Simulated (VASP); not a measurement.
Input of a VASP 6.6.1 run:

POSCAR

```
CdS
1.0
    0.0000000000      2.7267765504      2.7267765504
    2.7267765504      0.0000000000      2.7267765504
    2.7267765504      2.7267765504      0.0000000000
Cd S
1 1
Direct
    0.0000000000      0.0000000000      0.0000000000
    0.5000000000      0.5000000000      0.5000000000
```

File INCAR.step1:

```
PREC = Accurate
ENCUT = 520
ISMEAR = 0
SIGMA = 0.01
LREAL = False
LASPH = True
NELM = 100
NBANDS = 16
GGA = PE
ALGO = Normal
EDIFF = 1E-4
LWAVE = True
LCHARG = False
```

File INCAR.step2:

```
PREC = Accurate
ENCUT = 520
EDIFF = 1E-6
ISMEAR = 0
SIGMA = 0.01
LREAL = False
LASPH = True
NELM = 100
ALGO = Normal
ISIF = 2
LWAVE = False
LCHARG = True
METAGGA = R2SCAN
LMIXTAU = True
LELF = True
LVHAR = True
NBANDS = 16
ISTART = 1
```

File KPOINTS:

```
Automatic mesh
0
Gamma
  6 6 6
```

Potentials or basis: VASP PAW PBE potentials, release 64 (Cd, S).

The run is started by

```sh
$ cat potpaw_PBE.64/Cd/POTCAR potpaw_PBE.64/S/POTCAR > POTCAR
$ cp INCAR.step1 INCAR
$ mpirun -np 1 vasp_std > vasp.out
$ cp INCAR.step2 INCAR
$ mpirun -np 1 vasp_std > vasp.out
```

(1) Predict the pressure.

(2) What does it give for the band gap on the k mesh?

Answers

(1) 0.5 GPa.

(2) 0.73 eV, indirect (least direct gap 2.35 eV).

Caveat: the PAW data sets were made with another functional, which shifts forces and pressure a little.
